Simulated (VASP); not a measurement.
Write the native input for VASP 6.6.1 that does the following.

| Property | Result |
| --- | --- |
| Task | single point |
| Functional | PBE |
| Dispersion | D3(BJ) |
| Potentials or basis | VASP PAW PBE potentials, release 64 (C) |
| Cutoff | 520 eV |
| k mesh | 12 × 12 × 1 |
| Occupations | gaussian, width 0.05 eV |
| Spin | collinear spin |
| Starting moments | [0.0, 0.0, 0.0, 0.0, 0.0, 0.0, 2.0] μB |
| Dipole correction | yes |
| Further INCAR settings | ALGO = Normal; EDIFF = 1e-07; NBANDS = 27 |

The structure of C lies in POSCAR:

```
C
1.0
    2.4649373942      0.0000000000      0.0000000000
    1.2324826688      2.1346903355      0.0000000000
    0.0000000000      0.0000000000     25.7486607930
C
7
Direct
    0.1656238015      0.1656238015      0.3301142559
    0.4989565371      0.4989565371      0.3301441472
    0.4980955844      0.4980955844      0.4607734404
    0.8314295254      0.8314295254      0.4609054428
    0.8305612829      0.8305612829      0.5810450188
    0.1638930133      0.1638930133      0.5891749330
    0.1639004986      0.1639004986      0.6517675945
```

These files were run (other wordings do the same):

INCAR

```
ALGO = Normal
DIPOL = 0.5 0.5 0.486
EDIFF = 1E-7
ENCUT = 520
GGA = PE
IDIPOL = 3
ISIF = 2
ISMEAR = 0
ISPIN = 2
IVDW = 12
LASPH = T
LCHARG = F
LDIPOL = T
LORBIT = 11
LREAL = F
LWAVE = F
MAGMOM = 0 0 0 0 0 0 2
NBANDS = 27
NELM = 150
PREC = Accurate
SIGMA = 0.05
```

KPOINTS

```
k-points
0
Gamma
  12 12 1
```

Potentials or basis: VASP PAW PBE potentials, release 64 (C).

Launch:

```bash
$ cat potpaw_PBE.64/C/POTCAR > POTCAR
$ mpirun -np 1 vasp_std > vasp.out
```

It gave:

```yaml
Largest_force: 0.040 eV/Å
Band_gap_on_the_k_mesh: zero (filled and empty bands overlap)
Net_moment: 0.00 μB per cell
Valence_electrons_inside_the_program's_atomic_spheres: C 2.65, 2.62, 2.69, 2.10
Dispersion_energy_per_atom: -0.140 eV
```

It took 10 min on 1 thread of Intel(R) Xeon(R) Platinum 8259CL CPU @ 2.50GHz (Skylake/Cascade Lake), on a shared host, peak memory 0.41 GiB.
